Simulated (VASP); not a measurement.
# BaHg (Fm-3m) in VASP: relaxation of cell and atoms with LDA

Aim: the relaxation of cell and atoms of BaHg with LDA.

Everything below comes from runs of VASP 6.6.1. Logs are shortened: lines on timing, memory, paths and dates and some standing lists are left out, and cuts for length are marked.

### Step 1. The cell of the first run

It takes space group Fm-3m (No. 225, cubic). Conventional cell: a = 6.800 Å, b = 6.800 Å, c = 6.800 Å, α = 90.00°, β = 90.00°, γ = 90.00°. Within 4.5 Å of Ba (site symmetry m-3m) lie 6 Hg at 3.40 Å. Hg (site symmetry m-3m) has 6 Ba at 3.40 Å within 4.5 Å.

### Step 2. Relaxation of cell and atoms, LDA

Input file INCAR:

```
SYSTEM = BaHg
PREC     = Accurate       ! precision mode
ENCUT    = 550            ! plane-wave cutoff, eV
EDIFF    = 1E-7           ! SCF threshold, eV
ISMEAR   = 0              ! smearing method
SIGMA    = 0.1            ! smearing width, eV
LREAL    = .False.        ! projectors in reciprocal space
LASPH    = .True.         ! aspherical terms in the spheres
NELM     = 120            ! most SCF steps
ALGO     = Normal         ! electronic algorithm
ISIF     = 3              ! what is computed and relaxed
LWAVE    = .False.        ! write WAVECAR
LCHARG   = .False.        ! write CHGCAR
GGA      = CA             ! functional
IBRION   = 2              ! ionic algorithm
NSW      = 80             ! ionic steps
EDIFFG   = -0.01          ! ionic threshold
GGA_COMPAT= .False.      
NELMIN   = 4
```

Input file KPOINTS:

```
regular mesh
0
Gamma
  5 5 5
  0 0 0
```

Input file POSCAR:

```
BaHg
1.0
    0.0000000000      3.4000000000      3.4000000000
    3.4000000000      0.0000000000      3.4000000000
    3.4000000000      3.4000000000      0.0000000000
Ba Hg
1 1
Direct
    0.0000000000      0.0000000000      0.0000000000
    0.5000000000      0.5000000000      0.5000000000
```

Potentials or basis: VASP PAW LDA potentials, release 64 (Ba_sv, Hg_sv_GW).

The run is started by

```
> cat potpaw_LDA.64/Ba_sv/POTCAR potpaw_LDA.64/Hg_sv_GW/POTCAR > POTCAR
> mpirun -np 1 vasp_std > vasp.out
```

OUTCAR:

```text
SYSTEM = BaHg
   PREC = Accurate
   ENCUT = 550
   EDIFF = 1E-7
   ISMEAR = 0
   LREAL = .False.
   LASPH = .True.
   NELM = 120
   ISIF = 3
   GGA = CA
   IBRION = 2
   NSW = 80
   EDIFFG = -0.01
   NELMIN = 4

 ion  position               nearest neighbor table
   1  0.000  0.000  0.000-   2 3.40   2 3.40   2 3.40   2 3.40   2 3.40   2 3.40
   2  0.500  0.500  0.500-   1 3.40   1 3.40   1 3.40   1 3.40   1 3.40   1 3.40

  LATTYP: Found a face centered cubic cell.
 ALAT       =     6.8000000000

  Lattice vectors:

 A1 = (   0.0000000000,   3.4000000000,   3.4000000000)
 A2 = (   3.4000000000,   0.0000000000,   3.4000000000)
 A3 = (   3.4000000000,   3.4000000000,   0.0000000000)

Analysis of symmetry for initial positions (statically):
=====================================================================
 Subroutine PRICEL returns:
 Original cell was already a primitive cell.

 Routine SETGRP: Setting up the symmetry group for a
 face centered cubic supercell.

 Subroutine GETGRP returns: Found 48 space group operations
 (whereof 48 operations were pure point group operations)
 out of a pool of 48 trial point group operations.

The static configuration has the point symmetry O_h .

Analysis of symmetry for dynamics (positions and initial velocities):
=====================================================================
 Subroutine PRICEL returns:
 Original cell was already a primitive cell.

 Routine SETGRP: Setting up the symmetry group for a
 face centered cubic supercell.

 Subroutine GETGRP returns: Found 48 space group operations
 (whereof 48 operations were pure point group operations)
 out of a pool of 48 trial point group operations.

The dynamic configuration has the point symmetry O_h .

 Subroutine INISYM returns: Found 48 space group operations
 (whereof 48 operations are pure point group operations),
 and found     1 'primitive' translations

----------------------------------------------------------------------------------------

                                     Primitive cell

  volume of cell :      78.6080

  direct lattice vectors                    reciprocal lattice vectors
     0.000000000  3.400000000  3.400000000    -0.147058824  0.147058824  0.147058824
     3.400000000  0.000000000  3.400000000     0.147058824 -0.147058824  0.147058824
     3.400000000  3.400000000  0.000000000     0.147058824  0.147058824 -0.147058824

  length of vectors
     4.808326112  4.808326112  4.808326112     0.254713354  0.254713354  0.254713354

  position of ions in fractional coordinates (direct lattice)
     0.000000000  0.000000000  0.000000000
     0.500000000  0.500000000  0.500000000

  ion indices of the primitive-cell ions
   primitive index   ion index
                 1           1
                 2           2

----------------------------------------------------------------------------------------

 KPOINTS: regular mesh

Automatic generation of k-mesh.
 Grid dimensions read from file:
 generate k-points for:    5    5    5

 Generating k-lattice:

  Cartesian coordinates                     Fractional coordinates (reciprocal lattice)
    -0.029411765  0.029411765  0.029411765     0.200000000  0.000000000  0.000000000
     0.029411765 -0.029411765  0.029411765     0.000000000  0.200000000  0.000000000
     0.029411765  0.029411765 -0.029411765     0.000000000  0.000000000  0.200000000

  Length of vectors
     0.050942671  0.050942671  0.050942671

  Shift w.r.t. Gamma in fractional coordinates (k-lattice)
     0.000000000  0.000000000  0.000000000

 Subroutine IBZKPT returns following result:
 ===========================================

 Found     10 irreducible k-points:

 Following reciprocal coordinates:
            Coordinates               Weight
  0.000000  0.000000  0.000000      1.000000
  0.200000  0.000000  0.000000      8.000000
  0.400000  0.000000  0.000000      8.000000
  0.200000  0.200000  0.000000      6.000000
  0.400000  0.200000  0.000000     24.000000
 -0.400000  0.200000  0.000000     24.000000
 -0.200000  0.200000  0.000000     12.000000
  0.400000  0.400000  0.000000      6.000000
 -0.400000  0.400000  0.000000     12.000000
 -0.400000  0.400000  0.200000     24.000000
   k-points           NKPTS =     10   k-points in BZ     NKDIM =     10   number of bands    NBANDS=     19
   number of dos      NEDOS =    301   number of ions     NIONS =      2
   total plane-waves  NPLWV =  64000
   dimension x,y,z NGX =    40 NGY =   40 NGZ =   40
   dimension x,y,z NGXF=    80 NGYF=   80 NGZF=   80
   ions per type =               1   1
   NGX,Y,Z   is equivalent  to a cutoff of  13.83, 13.83, 13.83 a.u.
   NGXF,Y,Z  is equivalent  to a cutoff of  27.66, 27.66, 27.66 a.u.
 SYSTEM =  BaHg
   PREC   = accura    normal or accurate (medium, high low for compatibility)
   ISTART =      0    job   : 0-new  1-cont  2-samecut
   ICHARG =      2    charge: 1-file 2-atom 10-const
   ISPIN  =      1    spin polarized calculation?
   LNONCOLLINEAR =      F non collinear calculations
   LSORBIT =      F    spin-orbit coupling
   LASPH  =      T    aspherical Exc in radial PAW
   ENCUT  =  550.0 eV  40.42 Ry    6.36 a.u.   9.19  9.19  9.19*2*pi/ulx,y,z
   NELM   =    120;   NELMIN=  4; NELMDL= -5     # of ELM steps
   EDIFF  = 0.1E-06   stopping-criterion for ELM
   LREAL  =      F    real-space projection
   EDIFFG = -.1E-01   stopping-criterion for IOM
   NSW    =     80    number of steps for IOM
   IBRION =      2    ionic relax: 0-MD 1-quasi-New 2-CG
   NFREE  =      1    steps in history (QN), initial steepest desc. (CG)
   ISIF   =      3    stress and relaxation
   ISYM   =      2    0-nonsym 1-usesym 2-fastsym
   POTIM  = 0.5000    time-step for ionic-motion
   TEBEG  =    0.0;   TEEND  =   0.0 temperature during run
   PSTRESS=    0.0 pullay stress
   NELECT =      30.0000    total number of electrons
   NUPDOWN=      -1.0000    fix difference up-down
   EMIN   =  10.00;   EMAX   =-10.00  energy-range for DOS
   EFERMI =   0.00;   METHOD = LEGACY
   ISMEAR =     0;   SIGMA  =   0.10  broadening in eV -4-tet -1-fermi 0-gaus
   EFERMI_NEDOS =   21; number of points for ismear=-14 and -15
   IALGO  =     38    algorithm
   IMIX   =      4    mixing-type and parameters
     AMIX     =   0.40;   BMIX     =  1.00
     AMIX_MAG =   1.60;   BMIX_MAG =  1.00
  volume/ion in A,a.u.               =      39.30       265.24
  Fermi-wavevector in a.u.,A,eV,Ry     =   1.187480  2.244012 19.185697  1.410109
  Thomas-Fermi vector in A             =   2.323630
   LORBIT       =      0    0 simple, 1 ext, 2 COOP (PROOUT), +10 PAW based schemes
   GGA     = CA    functional components
   LHFCALC =     F    Hartree Fock is set to
   AEXX    =    0.0000 exact exchange contribution
   IVDW    =     0    specifies the selected vdW correction
   LEPSILON=     F    determine dielectric tensor
   LRPA    =     F    only Hartree local field effects (RPA)
 conjugate gradient relaxation of ions
 non-spin polarized calculation
 Gauss-broadening in eV      SIGMA  =   0.10
  energy-cutoff  :      550.00
  volume of cell :       78.61
 maximum number of plane-waves:      2316
 NGX is ok and might be reduce to    40
   NGX = 19   NGY = 19   NGZ = 19

--------------------------------------- Ionic step        1  -------------------------------------------

 number of electron      30.0000001 magnetization

 Free energy of the ion-electron system (eV)
  ---------------------------------------------------
  ext. energy  EPLUGINS =         0.00000000
  ---------------------------------------------------
  free energy    TOTEN  =        -3.93770700 eV

  energy without entropy =       -3.91710644  energy(sigma->0) =       -3.92740672

------------------------ aborting loop because EDIFF is reached ----------------------------------------

  FORCE on cell =-STRESS in cart. coord.  units (eV):
  Direction    XX          YY          ZZ          XY          YZ          ZX
  --------------------------------------------------------------------------------------
  -------------------------------------------------------------------------------------
  Total        0.1144361      0.1144361      0.1144361     -0.0000000     -0.0000000      0.0000000
  in kB        2.3324202      2.3324202      2.3324202     -0.0000000     -0.0000000      0.0000000
  external PRESSURE =       2.3324202 kB  Pullay stress =       0.0000000 kB

 VOLUME and BASIS-vectors are now :
 -----------------------------------------------------------------------------
  energy-cutoff  :      550.00
  volume of cell :       78.61
      direct lattice vectors                 reciprocal lattice vectors
     0.000000000  3.400000000  3.400000000    -0.147058824  0.147058824  0.147058824
     3.400000000  0.000000000  3.400000000     0.147058824 -0.147058824  0.147058824
     3.400000000  3.400000000  0.000000000     0.147058824  0.147058824 -0.147058824

 POSITION                                       TOTAL-FORCE (eV/Angst)
 -----------------------------------------------------------------------------------
      0.00000      0.00000      0.00000         0.000000      0.000000     -0.000000
      3.40000      3.40000      3.40000        -0.000000     -0.000000      0.000000
 -----------------------------------------------------------------------------------
    total drift:                                0.000000     -0.000000      0.000000

  FREE ENERGIE OF THE ION-ELECTRON SYSTEM (eV)
  ---------------------------------------------------
  free  energy   TOTEN  =        -3.9377069975 eV

  energy  without entropy=       -3.9171064374  energy(sigma->0) =       -3.92740672

--------------------------------------- Ionic step        2  -------------------------------------------

 number of electron      30.0000003 magnetization

 Free energy of the ion-electron system (eV)
  ---------------------------------------------------
  ext. energy  EPLUGINS =         0.00000000
  ---------------------------------------------------
  free energy    TOTEN  =        -3.93820024 eV

  energy without entropy =       -3.91805839  energy(sigma->0) =       -3.92812931

 E-fermi :   3.1323     XC(G=0):  -9.1073

 val. band max:        3.0738320566   @ k =  -0.4000   0.4000   0.0000
 cond. band min:       3.1839225913   @ k =   0.2000   0.2000   0.0000
 fundamental gap:      0.1100905348
 Fermi energy:         3.1322622303

 k-point     1 :       0.0000    0.0000    0.0000
  band No.  band energies     occupation
      1    -112.2888      2.00000
      2     -60.8843      2.00000
      3     -60.8843      2.00000
      4     -60.8843      2.00000
      5     -25.3788      2.00000
      6     -10.5285      2.00000
[... 11 lines left out ...]
     18       6.4615      0.00000
     19       6.4677      0.00000

 k-point     2 :       0.2000    0.0000    0.0000
  band No.  band energies     occupation
      1    -112.2888      2.00000
      2     -60.8843      2.00000
      3     -60.8843      2.00000
      4     -60.8843      2.00000
      5     -25.3722      2.00000
      6     -10.6544      2.00000
[... 168 lines left out ...]
 k-point    10 :      -0.4000    0.4000    0.2000
  band No.  band energies     occupation
      1    -112.2888      2.00000
      2     -60.8844      2.00000
      3     -60.8844      2.00000
      4     -60.8844      2.00000
      5     -25.3566      2.00000
      6     -10.7638      2.00000
[... 11 lines left out ...]
     18       6.1552      0.00000
     19       6.7977      0.00000

------------------------ aborting loop because EDIFF is reached ----------------------------------------

  FORCE on cell =-STRESS in cart. coord.  units (eV):
  Direction    XX          YY          ZZ          XY          YZ          ZX
  --------------------------------------------------------------------------------------
  -------------------------------------------------------------------------------------
  Total        0.0065385      0.0065385      0.0065385      0.0000000     -0.0000000      0.0000000
  in kB        0.1321683      0.1321683      0.1321683      0.0000000     -0.0000000      0.0000000
  external PRESSURE =       0.1321683 kB  Pullay stress =       0.0000000 kB

 VOLUME and BASIS-vectors are now :
 -----------------------------------------------------------------------------
  energy-cutoff  :      550.00
  volume of cell :       79.26
      direct lattice vectors                 reciprocal lattice vectors
    -0.000000000  3.409385190  3.409385190    -0.146654007  0.146654007  0.146654007
     3.409385190 -0.000000000  3.409385190     0.146654007 -0.146654007  0.146654007
     3.409385190  3.409385190  0.000000000     0.146654007  0.146654007 -0.146654007

 POSITION                                       TOTAL-FORCE (eV/Angst)
 -----------------------------------------------------------------------------------
      3.40939      3.40939      6.81877        -0.000000     -0.000000      0.000000
      3.40939      3.40939      3.40939         0.000000      0.000000     -0.000000
 -----------------------------------------------------------------------------------
    total drift:                               -0.000000     -0.000000      0.000000

  FREE ENERGIE OF THE ION-ELECTRON SYSTEM (eV)
  ---------------------------------------------------
  free  energy   TOTEN  =        -3.9382002423 eV

  energy  without entropy=       -3.9180583859  energy(sigma->0) =       -3.92812931

 reached required accuracy - stopping structural energy minimisation
```

Wall time 28 s (1 thread of AMD EPYC 7R13 (Zen 3), shared host); peak memory 0.18 GiB.

Results:

```yaml
Free_energy: -3.9382 eV
Relaxed_volume: 39.63 Å³/atom
Relaxed_cell: a = 4.822 Å, b = 4.822 Å, c = 4.822 Å, α = 60.00°, β = 60.00°, γ = 60.00°
Space_group_after_relaxing_to_0.1_Å: Fm-3m (No. 225)
Energy_gained_by_relaxing: 0.2 meV/atom
Ionic_steps: 2
Pressure_after_relaxing: 0.0 GPa
Band_gap_on_the_k_mesh: zero (bands 15 and 16 overlap by 2.08 eV)
```

The path:
| step | energy change (eV) | largest force (eV/Å) | pressure (GPa) | volume (Å³) |
| --- | --- | --- | --- | --- |
| 1 | 0.0000 | 0.0000 | 0.23 | 78.61 |
| 2 | -0.0005 | 0.0000 | 0.01 | 79.26 |

Final structure:
```
Ba Hg
1.0
     0.00000    3.40939    3.40939
     3.40939    0.00000    3.40939
     3.40939    3.40939    0.00000
Ba Hg
1 1
Direct
  0.00000 0.00000 0.00000
  0.50000 0.50000 0.50000
```

Levels at points of the mesh, in eV from the Fermi level:
```csv
k point,band 13,band 14,band 15,band 16,band 17,band 18
"(0.00, 0.00, 0.00)",-7.66,-6.24,2.02,2.02,2.02,3.33
```

Caveat: spin-orbit coupling is left out, which moves the levels of the heavy elements.

The gap in the log of VASP goes by the Fermi energy; the results here count the filled bands.